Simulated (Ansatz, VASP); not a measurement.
# Zn: VASP beside Ansatz

```
Zn
1.0
     2.26817   -1.30849    0.00000
     2.26817    1.30849    0.00000
    -1.59172    0.00000    7.30041
Zn
3
Direct
  0.77802 0.77802 0.33450
  0.22198 0.22198 0.66550
  0.00000 0.00000 0.00000
```

Alike in both runs: functional PBEsol; k mesh 10 × 10 × 3; occupations fermi-dirac, width 0.05 eV; no spin polarisation.

|  | VASP | Ansatz |
| --- | --- | --- |
| version | VASP 6.6.1 | Ansatz 0.2.0 |
| potentials or method | VASP PAW PBE potentials, release 64 (Zn) | Ansatz PAW |
| plane-wave cutoff (eV) | 520 | 420 |
| valence electrons in the cell | 36 | 36 |
| task | single point | band structure |

VASP gave:

| Quantity | Value |
| --- | --- |
| gap on the k mesh at the Fermi level (eV) | none |
| pressure (GPa) | -1.0 |
| traceless stress, the component that is largest in VASP (GPa) | -0.86 |

What did Ansatz give for the same quantities?

gap on the k mesh at the Fermi level (eV): none; pressure (GPa): -1.5; traceless stress, the component that is largest in VASP (GPa): -0.85.

VASP's potentials were made for PBE, not for PBEsol. A gap of «none» marks a metal or a gap that the smearing closes.
